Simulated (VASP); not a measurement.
# MgSi4N (F-43m) in VASP: a series of runs, part 2 of 2

VASP 6.6.1. The steps go on from the part before.

## 4. Relaxation of cell and atoms, PBE, collinear spin, ferromagnetic start

The input, INCAR:

```
ALGO     = Normal         # electronic algorithm
EDIFF    = 1E-7           # SCF threshold, eV
EDIFFG   = -0.04          # ionic threshold
ENCUT    = 600            # plane-wave cutoff, eV
GGA      = PE             # functional
IBRION   = 2              # ionic algorithm
ISIF     = 3              # what is computed and relaxed
ISMEAR   = 0              # smearing method
ISPIN    = 2              # spin polarisation
LASPH    = T              # aspherical terms in the spheres
LCHARG   = F              # write CHGCAR
LORBIT   = 11             # projections on sites
LREAL    = F              # projectors in reciprocal space
LWAVE    = F              # write WAVECAR
MAGMOM   = 0 0 0 0 0 1    # initial moments
NELM     = 150            # most SCF steps
NSW      = 90             # ionic steps
PREC     = Accurate       # precision mode
SIGMA    = 0.1            # smearing width, eV
```

The input, KPOINTS:

```
k-points
0
Gamma
  4 4 4
```

The input, POSCAR:

```
MgSi4N
1.0
    0.0000000000      3.5111088400      3.5111088400
    3.5111088400      0.0000000000      3.5111088400
    3.5111088400      3.5111088400      0.0000000000
Mg Si N
1 4 1
Direct
    0.7500000000      0.7500000000      0.7500000000
    0.3951668500      0.3951668500      0.3951668500
    0.3951668500      0.3951668500      0.8144994400
    0.3951668500      0.8144994400      0.3951668500
    0.8144994400      0.3951668500      0.3951668500
    0.0000000000      0.0000000000      0.0000000000
```

Potentials or basis: VASP PAW PBE potentials, release 64 (Mg, Si, N).

Launch:

```console
> cat potpaw_PBE.64/Mg/POTCAR potpaw_PBE.64/Si/POTCAR potpaw_PBE.64/N/POTCAR > POTCAR
> mpirun -np 1 vasp_std > vasp.out
```

OUTCAR:

```text
EDIFF = 1E-7
   EDIFFG = -0.04
   ENCUT = 600
   GGA = PE
   IBRION = 2
   ISIF = 3
   ISMEAR = 0
   ISPIN = 2
   LASPH = T
   LORBIT = 11
   LREAL = F
   NELM = 150
   NSW = 90
   PREC = Accurate

 ion  position               nearest neighbor table
   1  0.750  0.750  0.750-   3 2.88   4 2.88   3 2.88   5 2.88   4 2.88   5 2.88   2 2.88   2 2.88
                             2 2.88   3 2.88   4 2.88   5 2.88
   2  0.395  0.395  0.395-   3 2.08   4 2.08   5 2.08   1 2.88   1 2.88   1 2.88   4 2.88   3 2.88
                             5 2.88
   3  0.395  0.395  0.814-   2 2.08   4 2.08   5 2.08   1 2.88   1 2.88   1 2.88   2 2.88   5 2.88
                             4 2.88
   4  0.395  0.814  0.395-   2 2.08   3 2.08   5 2.08   1 2.88   1 2.88   1 2.88   2 2.88   5 2.88
                             3 2.88
   5  0.814  0.395  0.395-   2 2.08   3 2.08   4 2.08   1 2.88   1 2.88   1 2.88   2 2.88   3 2.88
                             4 2.88
   6  0.000  0.000  0.000-
[... 797 lines left out ...]

 val. band max:        7.2465788252   @ k =   0.5000   0.2500   0.0000
 cond. band min:       7.3757830564   @ k =  -0.2500   0.5000   0.2500
 fundamental gap:      0.1292042312
 Fermi energy:         7.3248575897

 spin component 1

 k-point     1 :       0.0000    0.0000    0.0000
  band No.  band energies     occupation
      1      -6.9606      1.00000
      2      -4.0592      1.00000
      3       0.2324      1.00000
      4       2.4218      1.00000
      5       2.4218      1.00000
      6       2.4218      1.00000
[... 329 lines left out ...]
  FREE ENERGIE OF THE ION-ELECTRON SYSTEM (eV)
  ---------------------------------------------------
  free  energy   TOTEN  =       -26.1244156586 eV

  energy  without entropy=      -26.1131968970  energy(sigma->0) =      -26.11880628

 reached required accuracy - stopping structural energy minimisation

 total charge

# of ion       s       p       d       tot
------------------------------------------
    1        0.151   0.119   0.037   0.307
    2        0.813   0.785   0.000   1.599
    3        0.813   0.785   0.000   1.599
    4        0.813   0.785   0.000   1.599
    5        0.813   0.785   0.000   1.599
    6        1.346   2.019   0.000   3.365
--------------------------------------------------
tot          4.750   5.279   0.037  10.066

 magnetization (x)

# of ion       s       p       d       tot
------------------------------------------
    1        0.002  -0.002  -0.000  -0.001
    2        0.008   0.001   0.000   0.009
    3        0.008   0.001   0.000   0.009
    4        0.008   0.001   0.000   0.009
    5        0.008   0.001   0.000   0.009
    6        0.016   0.611   0.000   0.628
--------------------------------------------------
tot          0.050   0.613  -0.000   0.663
```

CONTCAR:

```text
MgSi4N
   1.00000000000000
     0.0000000000000000    3.5321425314674966    3.5321425314674966
     3.5321425314674966   -0.0000000000000000    3.5321425314674966
     3.5321425314674966    3.5321425314674966    0.0000000000000000
  Mg              Si              N
     1     4     1
Direct
     0.7500000000000000    0.7500000000000000    0.7500000000000000
     0.3744333176321898    0.3744333176321898    0.3744333176321898
     0.3744333176321898    0.3744333176321898    0.8767000371034368
     0.3744333176321898    0.8767000371034368    0.3744333176321898
     0.8767000371034368    0.3744333176321898    0.3744333176321898
     0.0000000000000000    0.0000000000000000    0.0000000000000000

  0.00000000E+00  0.00000000E+00  0.00000000E+00
  0.00000000E+00  0.00000000E+00  0.00000000E+00
  0.00000000E+00  0.00000000E+00  0.00000000E+00
  0.00000000E+00  0.00000000E+00  0.00000000E+00
  0.00000000E+00  0.00000000E+00  0.00000000E+00
  0.00000000E+00  0.00000000E+00  0.00000000E+00
```

It took 6.6 min on 1 thread of Intel Xeon 6975P-C (Granite Rapids), shared host; peak memory 0.29 GiB.

Results:

```
Free energy                                           : -26.1244 eV
Relaxed volume                                        : 14.69 Å³/atom
Relaxed cell                                          : a = 4.995 Å, b = 4.995 Å, c = 4.995 Å, α = 60.00°, β = 60.00°, γ = 60.00°
Space group after relaxing (to 0.1 Å)                 : F-43m (No. 216)
Energy gained by relaxing                             : 752.4 meV/atom
Ionic steps                                           : 8
Pressure after relaxing                               : 0.0 GPa
Largest force after relaxing                          : 0.032 eV/Å
Net moment                                            : 0.91 μB per cell
Site moments                                          : Mg -0.00; Si +0.01; N +0.63 μB
Valence electrons inside the program's atomic spheres : Mg 0.31; Si 1.60; N 3.37
```

Forces in eV/Å, atoms in the order of the input:
```
Mg   0.000  0.000  0.000
Si  -0.019 -0.019 -0.019
Si   0.019  0.019 -0.019
Si   0.019 -0.019  0.019
Si  -0.019  0.019  0.019
N    0.000  0.000  0.000
```

Step by step:
```
step  energy change (eV)  largest force (eV/Å)  pressure (GPa)  volume (Å³)
   1              0.0000               10.5284           23.44        86.57
   2             -1.5043                4.1791           -0.58       115.80
   3             -4.2211                0.0117           -7.76        98.94
   4             -4.2482                0.2297           -7.38        98.25
   5             -4.2639                0.6312           -6.55        97.08
   6             -4.5086                0.0121           -1.35        89.54
   7             -4.5127                0.1373           -0.43        88.57
   8             -4.5146                0.0324            0.00        88.13
```

Final structure:
```
CELL_PARAMETERS angstrom
0.00000 3.53214 3.53214
3.53214 0.00000 3.53214
3.53214 3.53214 0.00000
ATOMIC_POSITIONS crystal
Mg 0.75000 0.75000 0.75000
Si 0.37443 0.37443 0.37443
Si 0.37443 0.37443 0.87670
Si 0.37443 0.87670 0.37443
Si 0.87670 0.37443 0.37443
N 0.00000 0.00000 0.00000
```

Caveat: the k points lie up to 0.39 Å⁻¹ apart in the final cell.

## 5. Single point, PBE, collinear spin, ferromagnetic start

This run uses another cell than the first one, of 14.61 Å³/atom.

The input, INCAR:

```
ALGO = Normal
EDIFF = 1E-6
ENCUT = 520
GGA = PE
ISIF = 2
ISMEAR = 0
ISPIN = 2
LASPH = T
LCHARG = T
LELF = T
LORBIT = 11
LREAL = F
LVHAR = T
LWAVE = F
MAGMOM = 0 0 0 0 0 0.94
NBANDS = 24
NELM = 150
PREC = Accurate
SIGMA = 0.1
```

The input, KPOINTS:

```
k-points
0
Gamma
  10 10 10
```

The input, POSCAR:

```
MgSi4N
1.0
    0.0000000000      3.5257120715      3.5257120715
    3.5257120715      0.0000000000      3.5257120715
    3.5257120715      3.5257120715      0.0000000000
Mg Si N
1 4 1
Direct
    0.2500000000      0.2500000000      0.2500000000
    0.6256234270      0.1231297189      0.6256234270
    0.6256234270      0.6256234270      0.6256234270
    0.1231297189      0.6256234270      0.6256234270
    0.6256234270      0.6256234270      0.1231297189
    0.0000000000      0.0000000000      0.0000000000
```

Launch:

```console
> cat potpaw_PBE.64/Mg/POTCAR potpaw_PBE.64/Si/POTCAR potpaw_PBE.64/N/POTCAR > POTCAR
> mpirun -np 1 vasp_std > vasp.out
```

Run time: 6.2 min. Hardware: 1 thread of Intel Xeon 6975P-C (Granite Rapids), shared host; peak memory 0.38 GiB.

The run converged. Its results:

* Free energy: -26.1013 eV
* Pressure: -0.1 GPa
* Net moment: 0.31 μB per cell
* Site moments: Mg -0.00; Si +0.00; N +0.22 μB
* Valence electrons inside the program's atomic spheres: Mg 0.31; Si 1.60; N 3.36

Forces in eV/Å, atoms in the order of the input:
```
Mg   0.000  0.000  0.000
Si   0.002 -0.002  0.002
Si  -0.002 -0.002 -0.002
Si  -0.002  0.002  0.002
Si   0.002  0.002 -0.002
N    0.000  0.000  0.000
```

Levels at points of the mesh, in eV from the Fermi level:
Spin up:
| k point | band 8 | band 9 | band 10 | band 11 | band 12 | band 13 | band 14 | band 15 | band 16 | band 17 |
| --- | --- | --- | --- | --- | --- | --- | --- | --- | --- | --- |
| (0.00, 0.00, 0.00) | -4.46 | -4.46 | -1.52 | -1.52 | -1.41 | -1.41 | -1.41 | 0.11 | 4.94 | 4.94 |
| (0.50, 0.00, 0.00) | -4.30 | -1.52 | -0.63 | -0.63 | 0.87 | 0.87 | 1.15 | 1.55 | 2.96 | 2.96 |
| (0.50, 0.50, 0.00) | -0.85 | -0.85 | -0.39 | 0.61 | 0.61 | 0.80 | 0.87 | 1.40 | 2.00 | 3.57 |
Spin down:
```
           k point  band 7  band 8  band 9  band 10  band 11  band 12  band 13  band 14  band 15  band 16
(0.00, 0.00, 0.00)   -4.43   -4.43   -4.43    -1.52    -1.52    -1.17    -1.17    -1.17     0.12     5.07
(0.50, 0.00, 0.00)   -4.23   -4.23   -1.31    -0.45    -0.45     0.89     0.89     1.17     1.72     3.08
(0.50, 0.50, 0.00)   -3.19   -0.56   -0.56    -0.01     0.67     0.67     0.81     0.89     1.38     2.00
```

## 6. Overview

```tsv
task	cell	k mesh	cutoff (eV)	gap on the mesh (eV)	pressure (GPa)	moment (μB)	largest force (eV/Å)
single point	a = 4.965 Å, angles 60.0°, 6 atoms, atomic positions A	4 × 4 × 4	520	none	23.5	0.94	10.53
single point	a = 5.000 Å, angles 60.0°, 6 atoms, atomic positions B	4 × 4 × 4	520	none	-0.2	0.91	-
relaxation of cell and atoms	relaxed from a = 4.965 Å, angles 60.0°, 6 atoms, atomic positions A	4 × 4 × 4	600	none	0.0	0.91	0.03
single point	a = 4.986 Å, angles 60.0°, 6 atoms, atomic positions B	10 × 10 × 10	520	none	-0.1	0.31	-
```

Alike in all rows: level PBE; potentials or basis VASP PAW PBE potentials, release 64 (Mg, Si, N); spin collinear, ferromagnetic start; smearing gaussian 0.1 eV.

Caveats: some runs use coarse meshes; forces of over 1 eV/Å act on the atoms, so gaps and moduli don't describe the material at rest (at least some runs).

Total energies depend on the potentials used, so only differences within one code and one set of settings carry meaning.
